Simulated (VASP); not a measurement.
A run of VASP 6.6.1 is set up as follows.

INCAR

```
SYSTEM = Al
PREC     = Accurate       ! precision mode
ENCUT    = 600            ! plane-wave cutoff, eV
EDIFF    = 1E-7           ! SCF threshold, eV
ISMEAR   = -1             ! smearing method
SIGMA    = 0.05           ! smearing width, eV
LREAL    = .False.        ! projectors in reciprocal space
LASPH    = .True.         ! aspherical terms in the spheres
NELM     = 80             ! most SCF steps
ALGO     = Fast           ! electronic algorithm
ISIF     = 3              ! what is computed and relaxed
LWAVE    = .False.        ! write WAVECAR
LCHARG   = .False.        ! write CHGCAR
GGA      = PE             ! functional
IVDW     = 13             ! dispersion correction
IBRION   = 2              ! ionic algorithm
NSW      = 60             ! ionic steps
EDIFFG   = -0.01          ! ionic threshold
```

File KPOINTS:

```
regular mesh
0
Gamma
  11 11 6
  0 0 0
```

POSCAR

```
Al
1.0
    2.8124553515      0.0000000000      0.0000000000
   -1.4062276757      2.4356577814      0.0000000000
    0.0000000000      0.0000000000      4.8668500000
Al
2
Direct
    0.3333333333      0.6666666667      0.2500000000
    0.6666666667      0.3333333333      0.7500000000
```

Potentials or basis: VASP PAW PBE potentials, release 64 (Al).

Command:

```sh
$ cat potpaw_PBE.64/Al/POTCAR > POTCAR
$ mpirun -np 1 vasp_std > vasp.out
```

(1) Estimate the band gap on the k mesh.

(2) Estimate the relaxed cell.

(3) What does it give for the dispersion energy per atom?

(4) Estimate the relaxed volume.

Answers

(1) zero (band 3 reaches 12.36 eV, above the bottom of band 4 at 5.27 eV).

(2) a = 2.814 Å, b = 2.814 Å, c = 4.653 Å, α = 90.00°, β = 90.00°, γ = 120.00°.

(3) -0.355 eV.

(4) 15.96 Å³/atom.

Caveat: pairwise dispersion overbinds metals, which lowers pressure and volume.
